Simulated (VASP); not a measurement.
# Lu (Fm-3m) in VASP: single point with LDA

Aim: the single point of Lu with LDA.

Everything below comes from runs of VASP 6.6.1. Logs are shortened: lines on timing, memory, paths and dates and some standing lists are left out, and cuts for length are marked.

## Step 1: The cell of the first run

Symmetry: Fm-3m, No. 225, cubic system. Conventional cell: a = 4.680 Å, b = 4.680 Å, c = 4.680 Å, α = 90.00°, β = 90.00°, γ = 90.00°. Within 4.4 Å of Lu (site symmetry m-3m) lie 12 Lu at 3.31 Å.

## Step 2: Single point, LDA

Input file INCAR:

```
SYSTEM = Lu
ALGO     = Normal         ! electronic algorithm
EDIFF    = 1E-6           ! SCF threshold, eV
ENCUT    = 520            ! plane-wave cutoff, eV
GGA      = CA             ! functional
ISIF     = 2              ! what is computed and relaxed
ISMEAR   = -1             ! smearing method
LASPH    = .TRUE.         ! aspherical terms in the spheres
LCHARG   = .FALSE.        ! write CHGCAR
LREAL    = .FALSE.        ! projectors in reciprocal space
LWAVE    = .FALSE.        ! write WAVECAR
NBANDS   = 18             ! bands
NELM     = 60             ! most SCF steps
PREC     = Accurate       ! precision mode
SIGMA    = 0.13605693000000002 ! smearing width, eV
```

Input file KPOINTS:

```
k-points
0
G
  12 12 12
  0 0 0
```

Input file POSCAR:

```
Lu
1.0
    0.0000000000      2.3400058441      2.3400058441
    2.3400058441      0.0000000000      2.3400058441
    2.3400058441      2.3400058441      0.0000000000
Lu
1
Direct
    0.0000000000      0.0000000000      0.0000000000
```

Potentials or basis: VASP PAW PBE potentials, release 64 (Lu).

Run with:

```
> cat potpaw_PBE.64/Lu/POTCAR > POTCAR
> mpirun -np 1 vasp_std > vasp.out
```

OUTCAR:

```text
SYSTEM = Lu
   EDIFF = 1E-6
   ENCUT = 520
   GGA = CA
   ISIF = 2
   ISMEAR = -1
   LASPH = .TRUE.
   LREAL = .FALSE.
   NELM = 60
   PREC = Accurate

 ion  position               nearest neighbor table
   1  0.000  0.000  0.000-

  LATTYP: Found a face centered cubic cell.
 ALAT       =     4.6800116882

  Lattice vectors:

 A1 = (   0.0000000000,   2.3400058441,   2.3400058441)
 A2 = (   2.3400058441,   0.0000000000,   2.3400058441)
 A3 = (   2.3400058441,   2.3400058441,   0.0000000000)

Analysis of symmetry for initial positions (statically):
=====================================================================
 Subroutine PRICEL returns:
 Original cell was already a primitive cell.

 Routine SETGRP: Setting up the symmetry group for a
 face centered cubic supercell.

 Subroutine GETGRP returns: Found 48 space group operations
 (whereof 48 operations were pure point group operations)
 out of a pool of 48 trial point group operations.

The static configuration has the point symmetry O_h .

Analysis of symmetry for dynamics (positions and initial velocities):
=====================================================================
 Subroutine PRICEL returns:
 Original cell was already a primitive cell.

 Routine SETGRP: Setting up the symmetry group for a
 face centered cubic supercell.

 Subroutine GETGRP returns: Found 48 space group operations
 (whereof 48 operations were pure point group operations)
 out of a pool of 48 trial point group operations.

The dynamic configuration has the point symmetry O_h .

 Subroutine INISYM returns: Found 48 space group operations
 (whereof 48 operations are pure point group operations),
 and found     1 'primitive' translations

----------------------------------------------------------------------------------------

                                     Primitive cell

  volume of cell :      25.6260

  direct lattice vectors                    reciprocal lattice vectors
     0.000000000  2.340005844  2.340005844    -0.213674680  0.213674680  0.213674680
     2.340005844  0.000000000  2.340005844     0.213674680 -0.213674680  0.213674680
     2.340005844  2.340005844  0.000000000     0.213674680  0.213674680 -0.213674680

  length of vectors
     3.309268001  3.309268001  3.309268001     0.370095402  0.370095402  0.370095402

  position of ions in fractional coordinates (direct lattice)
     0.000000000  0.000000000  0.000000000

  ion indices of the primitive-cell ions
   primitive index   ion index
                 1           1

----------------------------------------------------------------------------------------

 KPOINTS: k-points

Automatic generation of k-mesh.
 Grid dimensions read from file:
 generate k-points for:   12   12   12

 Generating k-lattice:

  Cartesian coordinates                     Fractional coordinates (reciprocal lattice)
    -0.017806223  0.017806223  0.017806223     0.083333333  0.000000000  0.000000000
     0.017806223 -0.017806223  0.017806223     0.000000000  0.083333333  0.000000000
     0.017806223  0.017806223 -0.017806223     0.000000000  0.000000000  0.083333333

  Length of vectors
     0.030841284  0.030841284  0.030841284

  Shift w.r.t. Gamma in fractional coordinates (k-lattice)
     0.000000000  0.000000000  0.000000000

 Subroutine IBZKPT returns following result:
 ===========================================

 Found     72 irreducible k-points:

 Following reciprocal coordinates:
            Coordinates               Weight
  0.000000  0.000000  0.000000      1.000000
  0.083333  0.000000  0.000000      8.000000
  0.166667  0.000000  0.000000      8.000000
  0.250000  0.000000  0.000000      8.000000
  0.333333  0.000000  0.000000      8.000000
  0.416667  0.000000  0.000000      8.000000
[... 16 lines left out ...]
  0.500000  0.166667  0.000000     24.000000
 -0.416667  0.166667  0.000000     24.000000
 [... further k-points ...]
   k-points           NKPTS =     72   k-points in BZ     NKDIM =     72   number of bands    NBANDS=     18
   number of dos      NEDOS =    301   number of ions     NIONS =      1
   total plane-waves  NPLWV =  21952
   dimension x,y,z NGX =    28 NGY =   28 NGZ =   28
   dimension x,y,z NGXF=    56 NGYF=   56 NGZF=   56
   ions per type =               1
   NGX,Y,Z   is equivalent  to a cutoff of  14.07, 14.07, 14.07 a.u.
   NGXF,Y,Z  is equivalent  to a cutoff of  28.13, 28.13, 28.13 a.u.
 SYSTEM =  Lu
   PREC   = accura    normal or accurate (medium, high low for compatibility)
   ISTART =      0    job   : 0-new  1-cont  2-samecut
   ICHARG =      2    charge: 1-file 2-atom 10-const
   ISPIN  =      1    spin polarized calculation?
   LNONCOLLINEAR =      F non collinear calculations
   LSORBIT =      F    spin-orbit coupling
   LASPH  =      T    aspherical Exc in radial PAW
   ENCUT  =  520.0 eV  38.22 Ry    6.18 a.u.   6.15  6.15  6.15*2*pi/ulx,y,z
   NELM   =     60;   NELMIN=  2; NELMDL= -5     # of ELM steps
   EDIFF  = 0.1E-05   stopping-criterion for ELM
   LREAL  =      F    real-space projection
   EDIFFG = 0.1E-04   stopping-criterion for IOM
   NSW    =      0    number of steps for IOM
   IBRION =     -1    ionic relax: 0-MD 1-quasi-New 2-CG
   NFREE  =      0    steps in history (QN), initial steepest desc. (CG)
   ISIF   =      2    stress and relaxation
   ISYM   =      2    0-nonsym 1-usesym 2-fastsym
   POTIM  = 0.5000    time-step for ionic-motion
   TEBEG  =    0.0;   TEEND  =   0.0 temperature during run
   PSTRESS=    0.0 pullay stress
   NELECT =      25.0000    total number of electrons
   NUPDOWN=      -1.0000    fix difference up-down
   EMIN   =  10.00;   EMAX   =-10.00  energy-range for DOS
   EFERMI =   0.00;   METHOD = LEGACY
   ISMEAR =    -1;   SIGMA  =   0.14  broadening in eV -4-tet -1-fermi 0-gaus
   EFERMI_NEDOS =   21; number of points for ismear=-14 and -15
   IALGO  =     38    algorithm
   IMIX   =      4    mixing-type and parameters
     AMIX     =   0.40;   BMIX     =  1.00
     AMIX_MAG =   1.60;   BMIX_MAG =  1.00
  volume/ion in A,a.u.               =      25.63       172.93
  Fermi-wavevector in a.u.,A,eV,Ry     =   1.623658  3.068269 35.868567  2.636265
  Thomas-Fermi vector in A             =   2.717072
   LORBIT       =      0    0 simple, 1 ext, 2 COOP (PROOUT), +10 PAW based schemes
   GGA     = CA    functional components
   LHFCALC =     F    Hartree Fock is set to
   AEXX    =    0.0000 exact exchange contribution
   IVDW    =     0    specifies the selected vdW correction
   LEPSILON=     F    determine dielectric tensor
   LRPA    =     F    only Hartree local field effects (RPA)
 non-spin polarized calculation
  energy-cutoff  :      520.00
  volume of cell :       25.63
 maximum number of plane-waves:       702
 NGX is ok and might be reduce to    28
   NGX = 13   NGY = 13   NGZ = 13

 number of electron      25.0000004 magnetization

 Free energy of the ion-electron system (eV)
  ---------------------------------------------------
  ext. energy  EPLUGINS =         0.00000000
  ---------------------------------------------------
  free energy    TOTEN  =        -5.20836681 eV

  energy without entropy =       -5.13217210  energy(sigma->0) =       -5.17026945

 E-fermi :   2.4880     XC(G=0): -11.6251

 val. band max:        2.4734260375   @ k =  -0.2500   0.3333   0.0833
 cond. band min:       2.5041955307   @ k =   0.4167   0.2500   0.0833
 fundamental gap:      0.0307694932
 Fermi energy:         2.4880330542

 k-point     1 :       0.0000    0.0000    0.0000
  band No.  band energies     occupation
      1     -53.1931      2.00000
      2     -23.7007      2.00000
      3     -23.7007      2.00000
      4     -23.7007      2.00000
      5      -3.8629      2.00000
      6      -2.4307      2.00000
[... 10 lines left out ...]
     17       7.4695      0.00000
     18      13.4321      0.00000

 k-point     2 :       0.0833    0.0000    0.0000
  band No.  band energies     occupation
      1     -53.1894      2.00000
      2     -23.7563      2.00000
      3     -23.7076      2.00000
      4     -23.7076      2.00000
      5      -3.6393      2.00000
      6      -2.4258      2.00000
[... 10 lines left out ...]
     17       7.3434      0.00000
     18      13.9322      0.00000

 k-point     3 :       0.1667    0.0000    0.0000
  band No.  band energies     occupation
      1     -53.1793      2.00000
      2     -23.9054      2.00000
      3     -23.7265      2.00000
      4     -23.7265      2.00000
      5      -3.0100      2.00000
      6      -2.4126      2.00000
[... 10 lines left out ...]
     17       7.1749      0.00000
     18      14.4041      0.00000

 k-point     4 :       0.2500    0.0000    0.0000
  band No.  band energies     occupation
      1     -53.1654      2.00000
      2     -24.1026      2.00000
      3     -23.7522      2.00000
      4     -23.7522      2.00000
      5      -2.4027      2.00000
      6      -2.3622      2.00000
[... 10 lines left out ...]
     17       7.4401      0.00000
     18      13.3381      0.00000

 k-point     5 :       0.3333    0.0000    0.0000
  band No.  band energies     occupation
      1     -53.1515      2.00000
      2     -24.2929      2.00000
      3     -23.7777      2.00000
      4     -23.7777      2.00000
      5      -2.4048      2.00000
      6      -2.3441      2.00000
[... 10 lines left out ...]
     17       8.2252      0.00000
     18      12.4821      0.00000

 k-point     6 :       0.4167    0.0000    0.0000
  band No.  band energies     occupation
      1     -53.1413      2.00000
      2     -24.4283      2.00000
      3     -23.7963      2.00000
      4     -23.7963      2.00000
      5      -2.4103      2.00000
      6      -2.3591      2.00000
[... 307 lines left out ...]
 k-point    21 :       0.3333    0.1667    0.0000
  band No.  band energies     occupation
      1     -53.1516      2.00000
      2     -24.1833      2.00000
      3     -23.8351      2.00000
      4     -23.8317      2.00000
      5      -2.3812      2.00000
      6      -2.3516      2.00000
[... 10 lines left out ...]
     17       8.7475      0.00000
     18      14.2917      0.00000

 k-point    22 :       0.4167    0.1667    0.0000
  band No.  band energies     occupation
      1     -53.1401      2.00000
      2     -24.3190      2.00000
      3     -23.8794      2.00000
      4     -23.8477      2.00000
      5      -2.3866      2.00000
      6      -2.3515      2.00000
[... 10 lines left out ...]
     17       9.4433      0.00000
     18      12.7050      0.00000

 k-point    23 :       0.5000    0.1667    0.0000
  band No.  band energies     occupation
      1     -53.1330      2.00000
      2     -24.3987      2.00000
      3     -23.9207      2.00000
      4     -23.8476      2.00000
      5      -2.3913      2.00000
      6      -2.3668      2.00000
[... 10 lines left out ...]
     17       9.6334      0.00000
     18      11.4035      0.00000

 k-point    24 :      -0.4167    0.1667    0.0000
  band No.  band energies     occupation
      1     -53.1321      2.00000
      2     -24.4053      2.00000
      3     -23.9465      2.00000
      4     -23.8315      2.00000
      5      -2.3926      2.00000
      6      -2.3728      2.00000
[... 10 lines left out ...]
     17       9.9855      0.00000
     18      11.5054      0.00000

 [... further k-points ...]
[... 5 lines left out ...]
  --------------------------------------------------------------------------------------
  -------------------------------------------------------------------------------------
  Total        0.0557766      0.0557766      0.0557766      0.0000000     -0.0000000      0.0000000
  in kB        3.4872397      3.4872397      3.4872397      0.0000000     -0.0000000      0.0000000
  external PRESSURE =       3.4872397 kB  Pullay stress =       0.0000000 kB

 VOLUME and BASIS-vectors are now :
 -----------------------------------------------------------------------------
  energy-cutoff  :      520.00
  volume of cell :       25.63
      direct lattice vectors                 reciprocal lattice vectors
     0.000000000  2.340005844  2.340005844    -0.213674680  0.213674680  0.213674680
     2.340005844  0.000000000  2.340005844     0.213674680 -0.213674680  0.213674680
     2.340005844  2.340005844  0.000000000     0.213674680  0.213674680 -0.213674680

 POSITION                                       TOTAL-FORCE (eV/Angst)
 -----------------------------------------------------------------------------------
      0.00000      0.00000      0.00000         0.000000     -0.000000      0.000000
 -----------------------------------------------------------------------------------
    total drift:                               -0.000000     -0.000000     -0.000000

  FREE ENERGIE OF THE ION-ELECTRON SYSTEM (eV)
  ---------------------------------------------------
  free  energy   TOTEN  =        -5.2083668070 eV

  energy  without entropy=       -5.1321721008  energy(sigma->0) =       -5.17026945
```

Wall time 19 s (1 thread of Intel Xeon Platinum 8559C (Emerald Rapids), shared host); peak memory 0.17 GiB.

Results:

| Item | Value |
| --- | --- |
| Free energy | -5.2084 eV |
| Pressure | 0.3 GPa |

Caveat: the PAW data sets were made with another functional, which shifts forces and pressure a little; spin-orbit coupling is left out, which moves the levels of the heavy elements.
